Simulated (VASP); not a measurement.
Input of a VASP 6.6.1 run:

File INCAR:

```
ALGO     = Normal         # electronic algorithm
EDIFF    = 1E-6           # SCF threshold, eV
ENCUT    = 520            # plane-wave cutoff, eV
GGA      = RP             # functional
ISIF     = 2              # what is computed and relaxed
ISMEAR   = -1             # smearing method
LASPH    = True           # aspherical terms in the spheres
LCHARG   = False          # write CHGCAR
LREAL    = False          # projectors in reciprocal space
LWAVE    = False          # write WAVECAR
NBANDS   = 12             # bands
NELM     = 80             # most SCF steps
PREC     = Accurate       # precision mode
SIGMA    = 0.1            # smearing width, eV
```

File KPOINTS:

```
k-points
0
Gamma
  17 17 17
```

POSCAR

```
Mn
1.0
    0.0000000000      1.8096750782      1.8096750782
    1.8096750782      0.0000000000      1.8096750782
    1.8096750782      1.8096750782      0.0000000000
Mn
1
Direct
    0.0000000000      0.0000000000      0.0000000000
```

Potentials or basis: VASP PAW PBE potentials, release 64 (Mn_pv).

Run with:

```console
$ cat potpaw_PBE.64/Mn_pv/POTCAR > POTCAR
$ mpirun -np 1 vasp_std > vasp.out
```

Problem. What does it give for the pressure?

Solution. -16.8 GPa.

Caveat: the PAW data sets were made with another functional, which shifts forces and pressure a little; the run has no spin polarisation, though such a crystal can be magnetic. Spin polarisation is off, so any magnetic state and its effect on volume and gap are missing.
